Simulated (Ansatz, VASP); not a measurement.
**Sb in VASP and in Ansatz**

Contents of INCAR:

```
ALGO = Normal ; EDIFF = 1E-6
ENCUT = 500 ; GGA_COMPAT = False
ISIF = 2 ; ISMEAR = -1
LASPH = True ; LCHARG = False
LREAL = False ; LWAVE = False
NBANDS = 12 ; NELM = 120
PREC = Accurate ; SIGMA = 0.05
```

The input KPOINTS:

```
k-points
0
Gamma
  12 12 7
```

File POSCAR:

```
Sb
1.0
    3.4133342133      0.0000000000      0.0000000000
   -1.7066671067      2.9560341404      0.0000000000
    0.0000000000      0.0000000000      5.4001396224
Sb
2
Direct
    0.3333333333      0.6666666667      0.2500000000
    0.6666666667      0.3333333333      0.7500000000
```

Input for Ansatz:

```yaml
crystal:
  lattice:
    - [3.4133342133, 0.0, 0.0]
    - [-1.7066671067, 2.9560341404, 0.0]
    - [0.0, 0.0, 5.4001396224]
  atoms:
    - { symbol: Sb, position: [0.3333333333, 0.6666666667, 0.25] }
    - { symbol: Sb, position: [0.6666666667, 0.3333333333, 0.75] }
kpoints:
  mp_grid: { grid: [12, 12, 7] }
scf:
  occupations: { method: fermi_dirac, width: 0.05 }
hamiltonian:
  xc: lda
  pseudopotentials: { kind: all_electron, lapw: { basis_error: 0.0005 } }
output:
  forces: true
  stress: true
  eigenvalues: true
```

Change from the starting cell: functional lda, volume scaled by 1.04.

Alike in both runs: task single point; functional LDA; k mesh 12 × 12 × 7; occupations fermi-dirac, width 0.05 eV; no spin polarisation.

|  | VASP | Ansatz |
| --- | --- | --- |
| version | VASP 6.6.1 | Ansatz 0.2.0 |
| potentials or method | VASP PAW LDA potentials, release 64 (Sb), cutoff 500 eV | all-electron LAPW, scalar-relativistic |

```tsv
	VASP	Ansatz	Ansatz less VASP
pressure (GPa)	-3.7	-3.7	-0.04
traceless stress, the component that is largest in VASP (GPa)	-0.81	-0.81	+0.004
```

LDA's correlation is that of Perdew and Zunger in VASP and of Perdew and Wang (1992) in Ansatz. Ansatz ran all-electron here, and VASP with PAW potentials.

Neither program's run includes spin-orbit coupling.
